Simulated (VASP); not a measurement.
Set up this calculation in VASP 6.6.1, as the native input.

- Task: single point
- Functional: r2SCAN
- Potentials or basis: VASP PAW PBE potentials, release 64 (Ga_d, N)
- Cutoff: 520 eV
- k mesh: 12 × 12 × 6
- Occupations: gaussian, width 0.05 eV
- Spin: no spin polarisation
- Dipole correction: no
- Further INCAR settings: ALGO = Normal; EDIFF = 1e-06; NBANDS = 26

The system is GaN.

```
Ga N
1.0
     3.13230    0.00000    0.00000
    -1.56615    2.71265    0.00000
     0.00000    0.00000    5.16600
Ga N
2 2
Direct
  0.33333 0.66667 0.00000
  0.66667 0.33333 0.50000
  0.33333 0.66667 0.37500
  0.66667 0.33333 0.87500
```

This cell differs from its parent crystal: strain -0.015 along x and y, +0.000 along z.

These files were run (other wordings do the same):

POSCAR

```
GaN
1.0
    3.1322996656      0.0000000000      0.0000000000
   -1.5661498328      2.7126510826      0.0000000000
    0.0000000000      0.0000000000      5.1660000000
Ga N
2 2
Direct
    0.3333333333      0.6666666667      0.0000000000
    0.6666666667      0.3333333333      0.5000000000
    0.3333333333      0.6666666667      0.3750000000
    0.6666666667      0.3333333333      0.8750000000
```

INCAR.step1

```
PREC     = Accurate       # precision mode
ENCUT    = 520            # plane-wave cutoff, eV
ISMEAR   = 0              # smearing method
SIGMA    = 0.05           # smearing width, eV
LREAL    = False          # projectors in reciprocal space
LASPH    = True           # aspherical terms in the spheres
NELM     = 100            # most SCF steps
NBANDS   = 26             # bands
GGA      = PE             # functional
ALGO     = Normal         # electronic algorithm
EDIFF    = 1E-4           # SCF threshold, eV
LWAVE    = True           # write WAVECAR
LCHARG   = False          # write CHGCAR
```

INCAR.step2

```
PREC     = Accurate       # precision mode
ENCUT    = 520            # plane-wave cutoff, eV
EDIFF    = 1E-6           # SCF threshold, eV
ISMEAR   = 0              # smearing method
SIGMA    = 0.05           # smearing width, eV
LREAL    = False          # projectors in reciprocal space
LASPH    = True           # aspherical terms in the spheres
NELM     = 100            # most SCF steps
ALGO     = Normal         # electronic algorithm
ISIF     = 2              # what is computed and relaxed
LWAVE    = False          # write WAVECAR
LCHARG   = False          # write CHGCAR
METAGGA  = R2SCAN         # meta-GGA
LMIXTAU  = True         
NBANDS   = 26             # bands
ISTART   = 1
```

KPOINTS

```
Automatic mesh
0
Gamma
  12 12 6
```

Potentials or basis: VASP PAW PBE potentials, release 64 (Ga_d, N).

The run is started by

```bash
$ cat potpaw_PBE.64/Ga_d/POTCAR potpaw_PBE.64/N/POTCAR > POTCAR
$ cp INCAR.step1 INCAR
$ mpirun -np 1 vasp_std > vasp.out
$ cp INCAR.step2 INCAR
$ mpirun -np 1 vasp_std > vasp.out
```

It gave:

- Pressure: 8.8 GPa
- Largest force: 0.053 eV/Å
- Band gap on the k mesh: 2.54 eV

Caveat: the cell differs from its parent crystal (strain -0.015 along x and y, +0.000 along z); the cell stands under pressure; the PAW data sets were made with another functional, which shifts forces and pressure a little.

It took 5.1 min on 1 thread of Intel Xeon 8259CL, on a shared host, peak memory 0.22 GiB.
